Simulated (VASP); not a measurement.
Write the native input for VASP 6.6.1 that does the following.

```yaml
Task: single point
Functional: LDA
Potentials_or_basis: VASP PAW LDA potentials, release 64 (Al, P)
Cutoff: 500 eV
k_mesh: 8 × 8 × 8
Occupations: gaussian, width 0.01 eV
Spin: no spin polarisation
Dipole_correction: no
Further_INCAR_settings: ALGO = Normal; EDIFF = 1e-06; NBANDS = 11
```

The structure of AlP lies in POSCAR:

```
AlP
1.0
    0.0000000000      2.7169259382      2.7305105679
    2.7169259382      0.0000000000      2.7305105679
    2.7169259382      2.7169259382      0.0000000000
Al P
1 1
Direct
    0.0000000000      0.0000000000      0.0000000000
    0.7500000000      0.7500000000      0.7500000000
```

This cell differs from its parent crystal: z stretched by +0.5 %, x and y held.

One way to write it, as run:

INCAR

```
SYSTEM = AlP
PREC = Accurate ; ENCUT = 500
EDIFF = 1E-6 ; ISMEAR = 0
SIGMA = 0.01 ; LREAL = .FALSE.
LASPH = .TRUE. ; NELM = 120
ALGO = Normal ; ISIF = 2
LWAVE = .FALSE. ; LCHARG = .FALSE.
NBANDS = 11 ; GGA_COMPAT = .FALSE.
```

KPOINTS

```
Automatic mesh
0
G
  8 8 8
  0 0 0
```

Potentials or basis: VASP PAW LDA potentials, release 64 (Al, P).

Launch:

```sh
$ cat potpaw_LDA.64/Al/POTCAR potpaw_LDA.64/P/POTCAR > POTCAR
$ mpirun -np 1 vasp_std > vasp.out
```

Results of the run:

- Pressure: -0.4 GPa
- Band gap on the k mesh: 1.41 eV, indirect (least direct gap 3.19 eV)

Caveat: the cell differs from its parent crystal (z stretched by +0.5 %, x and y held).

Run time: 11 s on 1 thread of AMD EPYC 9R45 96-Core Processor (Zen 5), with other jobs on the host, peak memory 0.12 GiB.
